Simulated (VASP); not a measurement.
# GaSb3 (P3m1) in VASP: a series of runs, part 2 of 2

VASP 6.6.1.

### Step 3. Single point, PBE

INCAR

```
PREC = Accurate
ENCUT = 520
EDIFF = 1E-6
ISMEAR = 0
SIGMA = 0.2
LREAL = F
LASPH = T
NELM = 60
ALGO = Normal
ISIF = 2
LWAVE = F
LCHARG = F
GGA = PE
NBANDS = 38
```

KPOINTS

```
Automatic mesh
0
Gamma
  6 6 2
```

POSCAR

```
GaSb3
1.0
    4.3972610889      0.0000000000      0.0000000000
   -2.1986305445      3.8081398100      0.0000000000
    0.0000000000      0.0000000000     14.8155864674
Ga Sb
2 6
Direct
    0.3333333333      0.6666666667      0.0649147232
    0.6666666667      0.3333333333      0.3075489180
    0.0000000000      0.0000000000      0.9996706412
    0.3333333333      0.6666666667      0.2491145935
    0.6666666667      0.3333333333      0.4926501904
    0.0000000000      0.0000000000      0.5927607346
    0.3333333333      0.6666666667      0.7403432059
    0.6666666667      0.3333333333      0.8439969930
```

Potentials or basis: VASP PAW PBE potentials, release 64 (Ga_d, Sb).

Launch:

```sh
$ cat potpaw_PBE.64/Ga_d/POTCAR potpaw_PBE.64/Sb/POTCAR > POTCAR
$ mpirun -np 1 vasp_std > vasp.out
```

OUTCAR:

```text
PREC = Accurate
   ENCUT = 520
   EDIFF = 1E-6
   ISMEAR = 0
   LREAL = F
   LASPH = T
   NELM = 60
   ISIF = 2
   GGA = PE

 ion  position               nearest neighbor table
   1  0.333  0.667  0.065-   3 2.72   3 2.72   3 2.72   4 2.73
   2  0.667  0.333  0.308-   4 2.68   4 2.68   4 2.68   5 2.74
   3  0.000  0.000  1.000-   1 2.72   1 2.72   1 2.72   8 3.43   8 3.43   8 3.43
   4  0.333  0.667  0.249-   2 2.68   2 2.68   2 2.68   1 2.73
   5  0.667  0.333  0.493-   2 2.74   6 2.94   6 2.94   6 2.94
   6  0.000  0.000  0.593-   5 2.94   5 2.94   5 2.94   7 3.35   7 3.35   7 3.35
   7  0.333  0.667  0.740-   8 2.97   8 2.97   8 2.97   6 3.35   6 3.35   6 3.35
   8  0.667  0.333  0.844-   7 2.97   7 2.97   7 2.97   3 3.43   3 3.43   3 3.43

  LATTYP: Found a hexagonal cell.
 ALAT       =     4.3972610889
 C/A-ratio  =     3.3692760489

  Lattice vectors:

 A1 = (   4.3972610889,   0.0000000000,   0.0000000000)
 A2 = (  -2.1986305445,   3.8081398100,   0.0000000000)
 A3 = (   0.0000000000,   0.0000000000,  14.8155864674)

Analysis of symmetry for initial positions (statically):
=====================================================================
 Subroutine PRICEL returns:
 Original cell was already a primitive cell.

 Routine SETGRP: Setting up the symmetry group for a
 hexagonal supercell.

 Subroutine GETGRP returns: Found  6 space group operations
 (whereof  6 operations were pure point group operations)
 out of a pool of 24 trial point group operations.

The static configuration has the point symmetry C_3v.

Analysis of symmetry for dynamics (positions and initial velocities):
=====================================================================
 Subroutine PRICEL returns:
 Original cell was already a primitive cell.

[... 129 lines left out ...]
  volume/ion in A,a.u.               =      31.01       209.28
  Fermi-wavevector in a.u.,A,eV,Ry     =   0.996780  1.883642 13.518358  0.993571
  Thomas-Fermi vector in A             =   2.128892
   LORBIT       =      0    0 simple, 1 ext, 2 COOP (PROOUT), +10 PAW based schemes
   GGA     = PE    functional components
   LHFCALC =     F    Hartree Fock is set to
   AEXX    =    0.0000 exact exchange contribution
   IVDW    =     0    specifies the selected vdW correction
   LEPSILON=     F    determine dielectric tensor
   LRPA    =     F    only Hartree local field effects (RPA)
 non-spin polarized calculation
 Gauss-broadening in eV      SIGMA  =   0.20
  energy-cutoff  :      520.00
  volume of cell :      248.09
 maximum number of plane-waves:      6704
 NGX is ok and might be reduce to    36
   NGX = 17   NGY = 17   NGZ = 55

 number of electron      55.9999999 magnetization

 Free energy of the ion-electron system (eV)
  ---------------------------------------------------
  ext. energy  EPLUGINS =         0.00000000
  ---------------------------------------------------
  free energy    TOTEN  =       -30.81369789 eV

  energy without entropy =      -30.78798617  energy(sigma->0) =      -30.80084203

 E-fermi :   5.5716     XC(G=0):  -9.0947

 val. band max:        5.5486176838   @ k =   0.1667   0.0000   0.5000
 cond. band min:       5.6493771326   @ k =   0.0000   0.0000   0.5000
 fundamental gap:      0.1007594488
 Fermi energy:         5.5715695359

 k-point     1 :       0.0000    0.0000    0.0000
  band No.  band energies     occupation
      1      -9.7613      2.00000
      2      -9.7209      2.00000
      3      -9.7209      2.00000
      4      -9.6871      2.00000
      5      -9.6871      2.00000
      6      -9.3011      2.00000
[... 563 lines left out ...]
     37      10.3037      0.00000
     38      10.5843      0.00000

------------------------ aborting loop because EDIFF is reached ----------------------------------------

  FORCE on cell =-STRESS in cart. coord.  units (eV):
  Direction    XX          YY          ZZ          XY          YZ          ZX
  --------------------------------------------------------------------------------------
  -------------------------------------------------------------------------------------
  Total        0.0628460      0.0628460     -0.1277085     -0.0000000      0.0000000      0.0000000
  in kB        0.4058583      0.4058583     -0.8247386     -0.0000000      0.0000000      0.0000000
  external PRESSURE =      -0.0043407 kB  Pullay stress =       0.0000000 kB

 VOLUME and BASIS-vectors are now :
 -----------------------------------------------------------------------------
  energy-cutoff  :      520.00
  volume of cell :      248.09
      direct lattice vectors                 reciprocal lattice vectors
     4.397261089  0.000000000  0.000000000     0.227414288  0.131297700  0.000000000
    -2.198630544  3.808139810  0.000000000     0.000000000  0.262595401  0.000000000
     0.000000000  0.000000000 14.815586467     0.000000000  0.000000000  0.067496484

 POSITION                                       TOTAL-FORCE (eV/Angst)
 -----------------------------------------------------------------------------------
     -0.00000      2.53876      0.96175        -0.000000      0.000000     -0.027629
      2.19863      1.26938      4.55652         0.000000     -0.000000     -0.026015
      0.00000      0.00000     14.81071         0.000000     -0.000000      0.077656
     -0.00000      2.53876      3.69078         0.000000     -0.000000     -0.007110
      2.19863      1.26938      7.29890         0.000000     -0.000000     -0.003084
      0.00000      0.00000      8.78210         0.000000     -0.000000      0.064287
     -0.00000      2.53876     10.96862         0.000000     -0.000000     -0.049532
      2.19863      1.26938     12.50431         0.000000     -0.000000     -0.028572
 -----------------------------------------------------------------------------------
    total drift:                               -0.000002      0.000001     -0.000333

  FREE ENERGIE OF THE ION-ELECTRON SYSTEM (eV)
  ---------------------------------------------------
  free  energy   TOTEN  =       -30.8136978929 eV

  energy  without entropy=      -30.7879861707  energy(sigma->0) =      -30.80084203
```

OSZICAR:

```text
N       E                     dE             d eps       ncg     rms          rms(c)
DAV:   1     0.390495657819E+03    0.39050E+03   -0.22008E+04  1064   0.149E+03
DAV:   2     0.190436117533E+02   -0.37145E+03   -0.35862E+03  1184   0.360E+02
DAV:   3    -0.286634851762E+02   -0.47707E+02   -0.46233E+02  1276   0.116E+02
DAV:   4    -0.310018775431E+02   -0.23384E+01   -0.23131E+01  1298   0.263E+01
DAV:   5    -0.310687111202E+02   -0.66834E-01   -0.66714E-01  1514   0.450E+00    0.585E+00
DAV:   6    -0.308364427498E+02    0.23227E+00   -0.12277E+00  1390   0.918E+00    0.348E+00
DAV:   7    -0.308193464737E+02    0.17096E-01   -0.45589E-01  1266   0.306E+00    0.172E+00
DAV:   8    -0.308127830746E+02    0.65634E-02   -0.13862E-01  1260   0.151E+00    0.369E-01
DAV:   9    -0.308127500307E+02    0.33044E-04   -0.15397E-02  1310   0.664E-01    0.245E-01
DAV:  10    -0.308132267806E+02   -0.47675E-03   -0.37003E-03  1402   0.220E-01    0.125E-01
DAV:  11    -0.308135447912E+02   -0.31801E-03   -0.60817E-04  1238   0.113E-01    0.422E-02
DAV:  12    -0.308136776966E+02   -0.13291E-03   -0.18137E-04  1222   0.585E-02    0.149E-02
DAV:  13    -0.308136924602E+02   -0.14764E-04   -0.27096E-05  1300   0.252E-02    0.103E-02
DAV:  14    -0.308136978316E+02   -0.53714E-05   -0.11545E-05  1126   0.124E-02    0.246E-03
DAV:  15    -0.308136978929E+02   -0.61279E-07   -0.79227E-07   870   0.439E-03
   1 F= -.30813698E+02 E0= -.30800842E+02  d E =-.257117E-01
```

stdout:

```text
POSCAR found type information on POSCAR GaSb
 POSCAR found :  2 types and       8 ions
 scaLAPACK will be used
 LDA part: xc-table for (Slater+PW92), standard interpolation
 POSCAR, INCAR and KPOINTS ok, starting setup
 FFT: planning ... GRIDC
 FFT: planning ... GRID_SOFT
 FFT: planning ... GRID
 WAVECAR not read
 entering main loop
```

Wall time 3.1 min (1 thread of Intel Xeon 6975P-C (Granite Rapids), shared host); peak memory 0.43 GiB.

Results:

| Item | Value |
| --- | --- |
| Free energy | -30.8137 eV |
| Pressure | 0.0 GPa |
| Largest force | 0.078 eV/Å |
| Band gap on the k mesh | zero (band 28 reaches 5.55 eV, above the bottom of band 29 at 5.52 eV) |

Forces in eV/Å, atoms in the order of the input:
```
Ga   0.000  0.000 -0.028
Ga   0.000  0.000 -0.026
Sb   0.000  0.000  0.078
Sb   0.000  0.000 -0.007
Sb   0.000  0.000 -0.003
Sb   0.000  0.000  0.064
Sb   0.000  0.000 -0.050
Sb   0.000  0.000 -0.029
```

Levels at points of the mesh, in eV from the Fermi level:
| k point | band 25 | band 26 | band 27 | band 28 | band 29 | band 30 | band 31 | band 32 |
| --- | --- | --- | --- | --- | --- | --- | --- | --- |
| (0.00, 0.00, 0.00) | -1.02 | -0.44 | -0.37 | -0.37 | 0.10 | 0.28 | 0.61 | 0.61 |
| (0.50, 0.00, 0.00) | -2.26 | -1.77 | -1.30 | -0.76 | -0.06 | 0.38 | 1.05 | 1.35 |
| (0.00, 0.00, 0.50) | -0.86 | -0.59 | -0.44 | -0.44 | 0.08 | 0.29 | 0.72 | 0.72 |
| (0.50, 0.00, 0.50) | -2.05 | -1.86 | -1.53 | -1.43 | 0.53 | 0.95 | 1.24 | 1.49 |

Caveat: spin-orbit coupling is left out, which moves the levels of the heavy elements.

### Step 4. Relaxation of cell and atoms, PBE

This run uses another cell than the first one, of 27.76 Å³/atom, 0.896 times its volume.

INCAR

```
PREC = Accurate ; ENCUT = 600
EDIFF = 1E-6 ; ISMEAR = 0
SIGMA = 0.2 ; LREAL = F
LASPH = T ; NELM = 60
ALGO = Normal ; ISIF = 3
LWAVE = F ; LCHARG = F
GGA = PE ; IBRION = 2
NSW = 36 ; EDIFFG = -0.08
```

KPOINTS

```
regular mesh
0
Gamma
  4 4 2
```

POSCAR

```
GaSb3
1.0
    4.2200000000      0.0000000000      0.0000000000
   -2.1100000000      3.6546272000      0.0000000000
    0.0000000000      0.0000000000     14.4000000000
Ga Sb
2 6
Direct
    0.3333333300      0.6666666700      0.0625000000
    0.6666666700      0.3333333300      0.3090000000
    0.0000000000      0.0000000000      0.0000000000
    0.3333333300      0.6666666700      0.2465000000
    0.6666666700      0.3333333300      0.4930000000
    0.0000000000      0.0000000000      0.5900000000
    0.3333333300      0.6666666700      0.7430000000
    0.6666666700      0.3333333300      0.8470000000
```

Launch:

```sh
$ cat potpaw_PBE.64/Ga_d/POTCAR potpaw_PBE.64/Sb/POTCAR > POTCAR
$ mpirun -np 1 vasp_std > vasp.out
```

It took 8.1 min on 1 thread of Intel Xeon 6975P-C (Granite Rapids), shared host; peak memory 0.45 GiB.

Results (log left out):

* Free energy: -30.8239 eV
* Relaxed volume: 30.93 Å³/atom
* Relaxed cell: a = 4.412 Å, b = 4.412 Å, c = 14.681 Å, α = 90.00°, β = 90.00°, γ = 120.00°
* Space group after relaxing (to 0.05 Å): P3m1 (No. 156)
* Energy gained by relaxing: 68.4 meV/atom
* Ionic steps: 6
* Pressure after relaxing: 0.1 GPa
* Largest force after relaxing: 0.074 eV/Å
* Band gap on the k mesh: 0.38 eV, indirect (least direct gap 0.48 eV)

Forces on the atoms (eV/Å):
```
Ga   0.000  0.000 -0.015
Ga   0.000  0.000  0.024
Sb   0.000  0.000  0.030
Sb   0.000  0.000  0.001
Sb   0.000  0.000 -0.031
Sb   0.000  0.000  0.074
Sb   0.000  0.000 -0.055
Sb   0.000  0.000 -0.029
```

Stress tensor (GPa, compression positive):
```
 0.16  0.00  0.00
 0.00  0.16  0.00
 0.00  0.00 -0.11
```

The path:
| step | energy change (eV) | largest force (eV/Å) | pressure (GPa) | volume (Å³) |
| --- | --- | --- | --- | --- |
| 1 | 0.0000 | 0.8368 | 6.89 | 222.08 |
| 2 | -0.3803 | 0.5498 | -2.60 | 262.64 |
| 3 | -0.5276 | 0.3143 | -0.02 | 246.97 |
| 4 | -0.5274 | 0.3112 | 0.12 | 246.46 |
| 5 | -0.5395 | 0.1779 | 0.09 | 246.85 |
| 6 | -0.5469 | 0.0739 | 0.07 | 247.46 |

Final structure:
```yaml
crystal:
  lattice:
    - [4.41173, 0.00000, 0.00000]
    - [-2.20586, 3.82067, 0.00000]
    - [0.00000, 0.00000, 14.68097]
  atoms:
    - { symbol: Ga, position: [0.33333, 0.66667, 0.06352] }
    - { symbol: Ga, position: [0.66667, 0.33333, 0.30648] }
    - { symbol: Sb, position: [0.00000, 0.00000, 0.99888] }
    - { symbol: Sb, position: [0.33333, 0.66667, 0.24826] }
    - { symbol: Sb, position: [0.66667, 0.33333, 0.49317] }
    - { symbol: Sb, position: [0.00000, 0.00000, 0.59178] }
    - { symbol: Sb, position: [0.33333, 0.66667, 0.74340] }
    - { symbol: Sb, position: [0.66667, 0.33333, 0.84551] }
```

Levels at points of the mesh, in eV from the valence-band top:
```
           k point  band 24  band 25  band 26  band 27  band 28  band 29  band 30  band 31  band 32  band 33
(0.00, 0.00, 0.00)    -0.63    -0.63    -0.08     0.00     0.00     0.48     0.65     1.02     1.02     1.76
(0.50, 0.00, 0.00)    -2.17    -1.85    -1.31    -0.89    -0.34     0.38     0.86     1.45     1.82     2.36
(0.00, 0.00, 0.50)    -0.59    -0.49    -0.15    -0.07    -0.07     0.45     0.66     1.14     1.14     1.82
(0.50, 0.00, 0.50)    -1.76    -1.66    -1.43    -1.10    -1.02     0.94     1.37     1.73     1.98     2.16
```

Caveat: the k points lie up to 0.41 Å⁻¹ apart in the final cell; spin-orbit coupling is left out, which moves the levels of the heavy elements; the relaxation stopped at a loose force limit of 0.08 eV/Å, so its end isn't a converged minimum. A k mesh can miss the band edges.

### Step 5. Single point, PBE (volume scaled by 0.91, then relaxed in part)

INCAR

```
SYSTEM = GaSb3
PREC = Accurate
ENCUT = 520
EDIFF = 1E-6
ISMEAR = 0
SIGMA = 0.1
LREAL = .False.
LASPH = .True.
NELM = 60
ALGO = Normal
ISIF = 2
LWAVE = .False.
LCHARG = .True.
GGA = PE
LELF = .True.
LVHAR = .True.
NBANDS = 38
```

KPOINTS

```
regular mesh
0
Gamma
  12 12 2
  0 0 0
```

POSCAR

```
GaSb3
1.0
    4.2811190256      0.0000000000      0.0000000000
   -2.1405595128      3.7075578327      0.0000000000
    0.0000000000      0.0000000000     14.2236199780
Ga Sb
2 6
Direct
    0.3333333333      0.6666666667      0.0634524220
    0.6666666667      0.3333333333      0.3074732994
    0.0000000000      0.0000000000      0.9956126091
    0.3333333333      0.6666666667      0.2484492840
    0.6666666667      0.3333333333      0.4929197994
    0.0000000000      0.0000000000      0.5977945606
    0.3333333333      0.6666666667      0.7383179715
    0.6666666667      0.3333333333      0.8469800537
```

Launch:

```sh
$ cat potpaw_PBE.64/Ga_d/POTCAR potpaw_PBE.64/Sb/POTCAR > POTCAR
$ mpirun -np 1 vasp_std > vasp.out
```

Run time: 5.5 min. Hardware: 1 thread of Intel Xeon 6975P-C (Granite Rapids), shared host; peak memory 0.47 GiB.

Results (log left out):

| Property | Result |
| --- | --- |
| Free energy | -30.4893 eV |
| Pressure | 4.9 GPa |
| Largest force | 0.039 eV/Å |

Forces on the atoms (eV/Å):
```
Ga   0.000  0.000  0.002
Ga   0.000  0.000  0.007
Sb   0.000  0.000 -0.022
Sb   0.000  0.000 -0.011
Sb   0.000  0.000 -0.021
Sb   0.000  0.000  0.039
Sb   0.000  0.000 -0.032
Sb   0.000  0.000  0.037
```

Levels at points of the mesh, in eV from the Fermi level:
| k point | band 24 | band 25 | band 26 | band 27 | band 28 | band 29 | band 30 | band 31 | band 32 | band 33 |
| --- | --- | --- | --- | --- | --- | --- | --- | --- | --- | --- |
| (0.00, 0.00, 0.00) | -1.22 | -1.22 | -0.56 | -0.56 | -0.29 | 0.31 | 0.36 | 0.42 | 0.42 | 1.45 |
| (0.50, 0.00, 0.00) | -2.82 | -2.58 | -1.94 | -1.44 | -0.95 | -0.02 | 0.28 | 0.91 | 1.16 | 2.14 |
| (0.00, 0.00, 0.50) | -1.13 | -0.69 | -0.69 | -0.64 | -0.55 | 0.30 | 0.39 | 0.58 | 0.58 | 1.52 |
| (0.50, 0.00, 0.50) | -2.45 | -2.27 | -2.10 | -1.75 | -1.64 | 0.51 | 0.89 | 1.34 | 1.38 | 1.93 |

Caveat: the cell differs from its parent crystal (volume scaled by 0.91, then relaxed in part); spin-orbit coupling is left out, which moves the levels of the heavy elements.

### Step 6. Summary

| task | cell | k mesh | cutoff (eV) | smearing | gap on the mesh (eV) | pressure (GPa) | largest force (eV/Å) |
| --- | --- | --- | --- | --- | --- | --- | --- |
| single point | a = 4.436, b = 4.436, c = 14.546 Å, angles 90.0, 90.0, 120.0°, 8 atoms | 4 × 4 × 2 | 520 | gaussian 0.2 eV | 0.41 | -0.1 | 0.07 |
| single point | a = 4.397, b = 4.397, c = 14.816 Å, angles 90.0, 90.0, 120.0°, 8 atoms | 6 × 6 × 2 | 520 | gaussian 0.2 eV | none | 0.0 | 0.08 |
| relaxation of cell and atoms | relaxed from a = 4.220, b = 4.220, c = 14.400 Å, angles 90.0, 90.0, 120.0°, 8 atoms | 4 × 4 × 2 | 600 | gaussian 0.2 eV | 0.38 | 0.1 | 0.07 |
| single point | a = 4.281, b = 4.281, c = 14.224 Å, angles 90.0, 90.0, 120.0°, 8 atoms | 12 × 12 × 2 | 520 | gaussian 0.1 eV | - | 4.9 | 0.04 |

Alike in all rows: level PBE; potentials or basis VASP PAW PBE potentials, release 64 (Ga_d, Sb); no spin polarisation.

Caveats: some runs use coarse meshes; spin-orbit coupling is left out, which moves the levels of the heavy elements; the relaxation stopped at a loose force limit of 0.08 eV/Å, so its end isn't a converged minimum (some runs).

Total energies depend on the potentials used, so only differences within one code and one set of settings carry meaning.
